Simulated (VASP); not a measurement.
ZrOs:

```
Zr Os
1.0
     3.26000    0.00000    0.00000
     0.00000    3.26000    0.00000
     0.00000    0.00000    3.26000
Zr Os
1 1
Direct
  0.00000 0.00000 0.00000
  0.50000 0.50000 0.50000
```

- Program: VASP 6.6.1
- Task: relaxation of cell and atoms
- Functional: LDA
- Potentials or basis: VASP PAW LDA potentials, release 64 (Zr_sv, Os)
- Cutoff: 600 eV
- k mesh: 7 × 7 × 7
- Occupations: fermi-dirac, width 0.05 eV
- Spin: no spin polarisation

At the start: pressure -5.9 GPa; volume 17.32 Å³/atom.

Problem. How do energy, volume and symmetry change on relaxing?

Solution. Over 3 steps the energy falls by 8.4 meV/atom and the volume is 16.89 Å³/atom (-2.5 %); space group Pm-3m (No. 221, to 0.1 Å) before and after.

Step by step:
```csv
step,energy change (eV),largest force (eV/Å),pressure (GPa),volume (Å³)
1,0.0000,0.0000,-5.87,34.65
2,0.1025,0.0000,18.44,31.56
3,-0.0167,0.0000,-0.15,33.78
```

Final structure:
```xyz
2
Lattice="3.2325 0.0000 0.0000 0.0000 3.2325 0.0000 0.0000 0.0000 3.2325" Properties=species:S:1:pos:R:3 pbc="T T T"
Zr    0.0000    0.0000    0.0000
Os    1.6163    1.6163    1.6163
```
